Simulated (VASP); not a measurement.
Wanted: the native input for a VASP 6.6.1 run.

- Task: single point
- Functional: r2SCAN
- Potentials or basis: VASP PAW PBE potentials, release 64 (Ta_pv, N)
- Cutoff: 520 eV
- k mesh: 16 × 16 × 16
- Occupations: gaussian, width 0.1 eV
- Spin: no spin polarisation
- Dipole correction: no
- Further INCAR settings: ALGO = Normal; EDIFF = 1e-06; NBANDS = 15

TaN:

```xyz
2
Lattice="0.0000 2.1302 2.1302 2.1302 0.0000 2.1302 2.1302 2.1302 0.0000" Properties=species:S:1:pos:R:3 pbc="T T T"
Ta    2.1302    2.1302    2.1302
N     0.0000    0.0000    0.0000
```

This cell differs from its parent crystal: volume scaled by 0.91.

One way to write it, as run:

POSCAR

```
TaN
1.0
    0.0000000000      2.1302346077      2.1302346077
    2.1302346077      0.0000000000      2.1302346077
    2.1302346077      2.1302346077      0.0000000000
Ta N
1 1
Direct
    0.5000000000      0.5000000000      0.5000000000
    0.0000000000      0.0000000000      0.0000000000
```

INCAR.step1

```
PREC     = Accurate       # precision mode
ENCUT    = 520            # plane-wave cutoff, eV
ISMEAR   = 0              # smearing method
SIGMA    = 0.1            # smearing width, eV
LREAL    = F              # projectors in reciprocal space
LASPH    = T              # aspherical terms in the spheres
NELM     = 60             # most SCF steps
NBANDS   = 15             # bands
GGA      = PE             # functional
ALGO     = Normal         # electronic algorithm
EDIFF    = 1E-4           # SCF threshold, eV
LWAVE    = T              # write WAVECAR
LCHARG   = F              # write CHGCAR
```

INCAR.step2

```
PREC     = Accurate       # precision mode
ENCUT    = 520            # plane-wave cutoff, eV
EDIFF    = 1E-6           # SCF threshold, eV
ISMEAR   = 0              # smearing method
SIGMA    = 0.1            # smearing width, eV
LREAL    = F              # projectors in reciprocal space
LASPH    = T              # aspherical terms in the spheres
NELM     = 60             # most SCF steps
ALGO     = Normal         # electronic algorithm
ISIF     = 2              # what is computed and relaxed
LWAVE    = F              # write WAVECAR
LCHARG   = F              # write CHGCAR
METAGGA  = R2SCAN         # meta-GGA
LMIXTAU  = T            
NBANDS   = 15             # bands
ISTART   = 1
```

KPOINTS

```
regular mesh
0
Gamma
  16 16 16
```

Potentials or basis: VASP PAW PBE potentials, release 64 (Ta_pv, N).

Launch:

```bash
$ cat potpaw_PBE.64/Ta_pv/POTCAR potpaw_PBE.64/N/POTCAR > POTCAR
$ cp INCAR.step1 INCAR
$ mpirun -np 1 vasp_std > vasp.out
$ cp INCAR.step2 INCAR
$ mpirun -np 1 vasp_std > vasp.out
```

Results of the run:

```json
{
  "Pressure": "43.5 GPa",
  "Band gap on the k mesh": "zero (band 8 reaches 12.97 eV, above the bottom of band 9 at 8.27 eV)"
}
```

Caveat: the PAW data sets were made with another functional, which shifts forces and pressure a little; spin-orbit coupling is left out, which moves the levels of the heavy elements.

Run time: 83 s on 1 thread of Intel Xeon 6975P-C (shared host), peak memory 0.18 GiB.
